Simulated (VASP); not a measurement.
Set up this calculation in VASP 6.6.1, as the native input.

* Task: single point
* Functional: PBEsol
* Potentials or basis: VASP PAW PBE potentials, release 64 (Na_pv)
* Cutoff: 500 eV
* k mesh: 4 × 4 × 4
* Occupations: fermi-dirac, width 0.05 eV
* Spin: no spin polarisation
* Dipole correction: no
* Further INCAR settings: ALGO = Normal; EDIFF = 1e-06; NBANDS = 10

The structure of Na lies in POSCAR:

```
Na
1.0
    7.1610875202      0.0000000000      0.0000000000
    0.0000000000      7.1610875202      0.0000000000
    0.0000000000      0.0000000000      7.1610875202
Na
1
Direct
    0.0000000000      0.0000000000      0.0000000000
```

This isn't the form of Na at room conditions, which is bcc.

One way to write it, as run:

INCAR

```
PREC     = Accurate       # precision mode
ENCUT    = 500            # plane-wave cutoff, eV
EDIFF    = 1E-6           # SCF threshold, eV
ISMEAR   = -1             # smearing method
SIGMA    = 0.05           # smearing width, eV
LREAL    = False          # projectors in reciprocal space
LASPH    = True           # aspherical terms in the spheres
NELM     = 120            # most SCF steps
ALGO     = Normal         # electronic algorithm
ISIF     = 2              # what is computed and relaxed
LWAVE    = False          # write WAVECAR
LCHARG   = False          # write CHGCAR
GGA      = PS             # functional
NBANDS   = 10             # bands
GGA_COMPAT= False
```

KPOINTS

```
regular mesh
0
Gamma
  4 4 4
```

Potentials or basis: VASP PAW PBE potentials, release 64 (Na_pv).

The run is started by

```bash
$ cat potpaw_PBE.64/Na_pv/POTCAR > POTCAR
$ mpirun -np 1 vasp_std > vasp.out
```

It gave:

- Pressure: -0.1 GPa
- Band gap on the k mesh: zero (an odd number of electrons rules out a gap without spin polarisation)

Caveat: the nearest neighbours stand farther apart than a usual bond; the PAW data sets were made with another functional, which shifts forces and pressure a little.

Run time: 42 s on 1 thread of Intel Xeon 8259CL, with other jobs on the host, peak memory 0.38 GiB.
